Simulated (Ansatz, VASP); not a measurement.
**H3CCl in VASP and in Ansatz**

```xyz
40
Lattice="8.3815 0.0000 0.0000 0.0000 8.3815 0.0000 0.0000 0.0000 8.3815" Properties=species:S:1:pos:R:3 pbc="T T T"
C     1.9401    7.1831    6.6459
C     5.4373    5.5097    0.2261
C     2.3092    3.2139    5.0768
C     0.9623    2.9005    1.2670
C     7.2806    0.9547    6.0906
C     6.5039    5.5226    3.9906
C     4.5017    0.5090    2.1954
C     0.7546    7.1735    1.6319
Cl    3.0628    8.4635    7.2319
Cl    3.9853    5.1652    1.2232
Cl    3.7914    3.8588    5.8835
Cl   -0.1208    2.3478    2.5912
Cl    6.7570    1.2309    7.7979
Cl    7.2413    5.2231    5.6038
Cl    4.3633    0.2821    3.9688
Cl    1.3804    6.3802    3.1099
H     0.9602    7.3405    7.1096
H     1.8581    7.2690    5.5548
H     2.3650    6.2111    6.9189
H     6.1221    6.1187    0.8314
H     5.9008    4.5603   -0.0626
H     5.1244    6.0647   -0.6605
H     2.0866    3.8481    4.2062
H     2.5201    2.1755    4.7878
H     1.4699    3.2581    5.7879
H     1.9971    2.8012    1.6028
H     0.7627    2.2728    0.3948
H     0.7270    3.9472    1.0562
H     7.1925   -0.1175    5.8798
H     6.6166    1.5375    5.4373
H     8.3188    1.2852    5.9992
H     5.4339    5.3232    4.0626
H     6.6876    6.5677    3.7269
H     6.9824    4.8455    3.2793
H     4.3025    1.5631    1.9685
H     5.5217    0.2472    1.8863
H     3.7729   -0.1480    1.7068
H     1.5815    7.2397    0.9150
H    -0.0593    6.5619    1.2288
H     0.3916    8.1700    1.9010
```

Alike in both runs: functional PBE; dispersion D3(BJ); k mesh 1 × 1 × 1; occupations fermi-dirac, width 0.05 eV; no spin polarisation.

Ansatz relaxed the structure, and its values are those at the end. VASP's run is a single point on that final structure, the one shown.

```csv
,VASP,Ansatz
version,VASP 6.6.1,Ansatz 0.2.0
potentials or method,"VASP PAW PBE potentials, release 64 (C, Cl, H), cutoff 520 eV","scalar-relativistic, plane waves, PAW"
valence electrons in the cell,112,112
```

Ansatz gave:

| Quantity | Value |
| --- | --- |
| rms of the force components (eV/Å) | 0.072 |

Problem. What did VASP give for the same quantities?

Solution. rms of the force components (eV/Å): 0.081.
